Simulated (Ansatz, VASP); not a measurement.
HfC: VASP beside Ansatz

INCAR

```
SYSTEM = HfC
ALGO = Normal
EDIFF = 1E-6
ENCUT = 520
GGA = PE
ISIF = 2
ISMEAR = 0
LASPH = .True.
LCHARG = .False.
LREAL = .False.
LWAVE = .False.
NBANDS = 14
NELM = 100
PREC = Accurate
SIGMA = 0.05
```

KPOINTS

```
k-points
0
Gamma
  12 12 12
  0 0 0
```

The input POSCAR:

```
HfC
1.0
    0.0000000000      2.3250000000      2.3250000000
    2.3250000000      0.0000000000      2.3250000000
    2.3250000000      2.3250000000      0.0000000000
Hf C
1 1
Direct
    0.5000000000      0.5000000000      0.5000000000
    0.0000000000      0.0000000000      0.0000000000
```

Input for Ansatz:

```yaml
crystal:
  lattice:
    - [0.0, 2.325, 2.325]
    - [2.325, 0.0, 2.325]
    - [2.325, 2.325, 0.0]
  atoms:
    - { symbol: Hf, position: [0.5, 0.5, 0.5] }
    - { symbol: C, position: [0.0, 0.0, 0.0] }
basis:
  ecutwfc: 420
  fft_grid_basis: typed
kpoints:
  mp_grid: { grid: [12, 12, 12] }
hamiltonian:
  xc: pbe
scf:
  occupations: { method: gaussian, width: 0.05 }
output:
  forces: true
  stress: true
  eigenvalues: true
  bader: true
  write_density: true
  volumetric_format: npy
  elf: true
```

Alike in both runs: task single point; functional PBE; k mesh 12 × 12 × 12; occupations gaussian, width 0.05 eV; no spin polarisation.

|  | VASP | Ansatz |
| --- | --- | --- |
| version | VASP 6.6.1 | Ansatz 0.2.0 |
| potentials or method | VASP PAW PBE potentials, release 64 (Hf_pv, C), cutoff 520 eV | scalar-relativistic, plane waves, PAW |
| valence electrons in the cell | 14 | 30 |

|  | VASP | Ansatz | Ansatz less VASP |
| --- | --- | --- | --- |
| gap on the k mesh at the Fermi level (eV) | none | none | - |
| pressure (GPa) | -0.4 | 0.2 | +0.67 |

A gap of «none» marks a metal or a gap that the smearing closes. VASP's potentials hold 14 valence electrons a cell and Ansatz's 30, so a difference there can come from the potentials and not from the codes.

Neither program's run includes spin-orbit coupling.
